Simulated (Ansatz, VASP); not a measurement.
# O in VASP and in Ansatz

Contents of INCAR:

```
SYSTEM = O
PREC     = Accurate       ! precision mode
ENCUT    = 520            ! plane-wave cutoff, eV
EDIFF    = 1E-6           ! SCF threshold, eV
ISMEAR   = 0              ! smearing method
SIGMA    = 0.05           ! smearing width, eV
LREAL    = .False.        ! projectors in reciprocal space
LASPH    = .True.         ! aspherical terms in the spheres
NELM     = 100            ! most SCF steps
ALGO     = Normal         ! electronic algorithm
ISIF     = 2              ! what is computed and relaxed
LWAVE    = .False.        ! write WAVECAR
LCHARG   = .False.        ! write CHGCAR
GGA      = PS             ! functional
NBANDS   = 20             ! bands
```

The input KPOINTS:

```
Automatic mesh
0
Gamma
  6 6 6
  0 0 0
```

Contents of POSCAR:

```
O
1.0
    3.8922577200      0.0000000000      0.0000000000
    0.0000000000      3.7894570000      0.0000000000
   -0.9966562300      0.0000000000      2.8943463962
O
4
Direct
    0.3329660000      0.6941230000      0.6812950000
    0.6670340000      0.6941230000      0.8187050000
    0.6670340000      0.3058770000      0.3187050000
    0.3329660000      0.3058770000      0.1812950000
```

Input for Ansatz:

```yaml
crystal:
  lattice:
    - [3.89225772, 0.0, 0.0]
    - [0.0, 3.789457, 0.0]
    - [-0.99665623, 0.0, 2.8943463961999996]
  atoms:
    - { symbol: O, position: [0.332966, 0.694123, 0.681295] }
    - { symbol: O, position: [0.667034, 0.694123, 0.818705] }
    - { symbol: O, position: [0.667034, 0.305877, 0.318705] }
    - { symbol: O, position: [0.332966, 0.305877, 0.181295] }
basis:
  ecutwfc: 520.0
kpoints:
  mp_grid:
    grid: [6, 6, 6]
hamiltonian:
  xc: pbesol
scf:
  occupations:
    method: gaussian
    width: 0.05
output:
  stress: true
```

Alike in both runs: task single point; functional PBEsol; k mesh 6 × 6 × 6; occupations gaussian, width 0.05 eV; no spin polarisation.

```csv
,VASP,Ansatz
version,VASP 6.6.1,Ansatz 0.2.0
potentials or method,"VASP PAW PBE potentials, release 64 (O), cutoff 520 eV","plane waves, PAW"
valence electrons in the cell,24,24
```

VASP gave:

```
pressure (GPa)                                                : 0.0
traceless stress, the component that is largest in VASP (GPa) : 1.15
```

**Question.** What did Ansatz give for the same quantities?

**Answer.** Pressure (GPa): -3.2; traceless stress, the component that is largest in VASP (GPa): 4.77.

VASP's potentials were made for PBE, not for PBEsol.

Noted on VASP's run: the standard files for N, O and F lose accuracy on very short bonds; spin is off for a triplet molecule.
